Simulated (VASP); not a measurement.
# Nb: single point with revPBE+D3(BJ)

The system is Nb.

```
Nb
1.0
    -1.61986    1.61986    1.61986
     1.61986   -1.61986    1.61986
     1.61986    1.61986   -1.61986
Nb
1
Direct
  0.00000 0.00000 0.00000
```

```json
{
 "Program": "VASP 6.6.1",
 "Task": "single point",
 "Functional": "revPBE",
 "Dispersion": "D3(BJ)",
 "Potentials or basis": "VASP PAW PBE potentials, release 64 (Nb_sv)",
 "Cutoff": "500 eV",
 "k mesh": "13 × 13 × 13",
 "Occupations": "fermi-dirac, width 0.1 eV",
 "Spin": "no spin polarisation",
 "Dipole correction": "no",
 "Further INCAR settings": "ALGO = Normal; EDIFF = 1e-06; NBANDS = 12"
}
```

| Quantity | Value |
| --- | --- |
| Pressure | -0.4 GPa |
| Band gap on the k mesh | zero (an odd number of electrons rules out a gap without spin polarisation) |
| Dispersion energy per atom | -1.440 eV |

Levels at points of the mesh, in eV from the Fermi level:
| k point | band 2 | band 3 | band 4 | band 5 | band 6 | band 7 | band 8 | band 9 | band 10 | band 11 |
| --- | --- | --- | --- | --- | --- | --- | --- | --- | --- | --- |
| (0.00, 0.00, 0.00) | -29.51 | -29.51 | -29.51 | -6.07 | 0.32 | 0.32 | 0.32 | 3.42 | 3.42 | 14.33 |

It took 12 s on 1 thread of Intel(R) Xeon(R) Platinum 8488C (Sapphire Rapids), with other jobs on the host, peak memory 0.14 GiB.

Caveat: the PAW data sets were made with another functional, which shifts forces and pressure a little.
